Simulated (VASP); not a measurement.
Write the native input for VASP 6.6.1 that does the following.

| Item | Value |
| --- | --- |
| Task | relaxation of cell and atoms |
| Functional | PBEsol |
| Potentials or basis | VASP PAW PBE potentials, release 64 (Al) |
| Cutoff | 600 eV |
| k mesh | 20 × 20 × 20 |
| Occupations | gaussian, width 0.1 eV |
| Spin | no spin polarisation |
| Dipole correction | no |
| Further INCAR settings | ALGO = Normal; EDIFF = 1e-06; IBRION = 2; EDIFFG = -0.003; NSW = 80; ISIF = 3 |

The structure of Al lies in POSCAR:

```
Al
1.0
    0.0000000000      2.0250000000      2.0250000000
    2.0250000000      0.0000000000      2.0250000000
    2.0250000000      2.0250000000      0.0000000000
Al
1
Direct
    0.0000000000      0.0000000000      0.0000000000
```

These files were run (other wordings do the same):

INCAR

```
SYSTEM = Al
PREC     = Accurate       ! precision mode
ENCUT    = 600            ! plane-wave cutoff, eV
EDIFF    = 1E-6           ! SCF threshold, eV
ISMEAR   = 0              ! smearing method
SIGMA    = 0.1            ! smearing width, eV
LREAL    = .False.        ! projectors in reciprocal space
LASPH    = .True.         ! aspherical terms in the spheres
NELM     = 100            ! most SCF steps
ALGO     = Normal         ! electronic algorithm
ISIF     = 3              ! what is computed and relaxed
LWAVE    = .False.        ! write WAVECAR
LCHARG   = .False.        ! write CHGCAR
GGA      = PS             ! functional
IBRION   = 2              ! ionic algorithm
NSW      = 80             ! ionic steps
EDIFFG   = -0.003         ! ionic threshold
```

KPOINTS

```
Automatic mesh
0
Gamma
  20 20 20
  0 0 0
```

Potentials or basis: VASP PAW PBE potentials, release 64 (Al).

Launch:

```console
$ cat potpaw_PBE.64/Al/POTCAR > POTCAR
$ mpirun -np 1 vasp_std > vasp.out
```

It gave:

* Relaxed volume: 16.18 Å³/atom
* Relaxed cell: a = 2.839 Å, b = 2.839 Å, c = 2.839 Å, α = 60.00°, β = 60.00°, γ = 60.00°
* Space group after relaxing (to 0.05 Å): Fm-3m (No. 225)
* Energy gained by relaxing: 2.7 meV/atom
* Ionic steps: 3
* Pressure after relaxing: 0.0 GPa

Caveat: the PAW data sets were made with another functional, which shifts forces and pressure a little.

It took 17 s on 1 thread of AMD EPYC 9R45 96-Core Processor (Zen 5), on a shared host, peak memory 0.12 GiB.
